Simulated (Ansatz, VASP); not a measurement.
One calculation of Si, two programs

The input INCAR:

```
SYSTEM = Si
  PREC = Accurate
  ENCUT = 400
  EDIFF = 1E-8
  ISMEAR = 0
  SIGMA = 0.01
  LREAL = .False.
  LASPH = .True.
  NELM = 120
  ALGO = Normal
  ISIF = 2
  LWAVE = .False.
  LCHARG = .False.
  GGA = PE
  LEFG = .True.
  NBANDS = 11
  GGA_COMPAT = .False.
```

KPOINTS

```
Automatic mesh
0
Gamma
  12 12 12
  0 0 0
```

Contents of POSCAR:

```
Si
1.0
    0.0000000000      2.7155000000      2.7155000000
    2.7155000000      0.0000000000      2.7155000000
    2.7155000000      2.7155000000      0.0000000000
Si
2
Direct
    0.0000000000      0.0000000000      0.0000000000
    0.2500000000      0.2500000000      0.2500000000
```

Input for Ansatz:

```yaml
crystal:
  lattice:
    - [0.0, 2.7155, 2.7155]
    - [2.7155, 0.0, 2.7155]
    - [2.7155, 2.7155, 0.0]
  atoms:
    - { symbol: Si, position: [0.0, 0.0, 0.0] }
    - { symbol: Si, position: [0.25, 0.25, 0.25] }
scf:
  occupations: { method: fixed }
  n_extra_bands: 4
output:
  forces: true
  stress: true
  eigenvalues: true
  efg: {}
kpoints:
  mp_grid: { grid: [12, 12, 12], shift: [0, 0, 0] }
hamiltonian:
  xc: pbe
```

Alike in both runs: task electric field gradients; functional PBE; k mesh 12 × 12 × 12; no spin polarisation.

```csv
,VASP,Ansatz
version,VASP 6.6.1,Ansatz 0.2.0
potentials or method,"VASP PAW PBE potentials, release 64 (Si)","scalar-relativistic, plane waves, PAW"
plane-wave cutoff (eV),400,420
occupations,"gaussian, width 0.01 eV",fixed
valence electrons in the cell,8,8
```

|  | VASP | Ansatz | Ansatz less VASP |
| --- | --- | --- | --- |
| gap on the k mesh at the Fermi level (eV) | 0.57 | 0.57 | -0.003 |
| least direct gap on the mesh (eV) | 2.57 | 2.56 | -0.005 |
| pressure (GPa) | 1.9 | 2.0 | +0.09 |
